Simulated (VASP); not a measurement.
Runs of VASP 6.6.1 on Sc3BP2. The structure is that of space group P6/mmm (No. 191), or close to it. The cells are those of the table. 

```csv
task,cell,k mesh,cutoff (eV),gap on the mesh (eV),pressure (GPa)
single point,"a = 6.549, b = 6.549, c = 3.521 Å, angles 90.0, 90.0, 120.0°, 6 atoms",6 × 6 × 10,520,none,0.1
single point,"a = 6.526, b = 6.526, c = 3.526 Å, angles 90.0, 90.0, 120.0°, 6 atoms",3 × 3 × 6,520,none,0.4
single point,"a = 5.795, b = 5.795, c = 3.398 Å, angles 90.0, 90.0, 120.0°, 6 atoms",3 × 3 × 6,520,none,(a)
relaxation of cell and atoms,"relaxed from a = 5.795, b = 5.795, c = 3.398 Å, angles 90.0, 90.0, 120.0°, 6 atoms",3 × 3 × 6,600,none,0.2
```

Alike in all rows: level PBE; potentials or basis VASP PAW PBE potentials, release 64 (Sc_sv, B, P); no spin polarisation; smearing gaussian 0.1 eV.

**Question.** Estimate the missing entries.

**Answer.** (a) 30.2.

Caveats: some runs use coarse meshes.

A gap of «none» marks levels without a gap at the run's occupations.
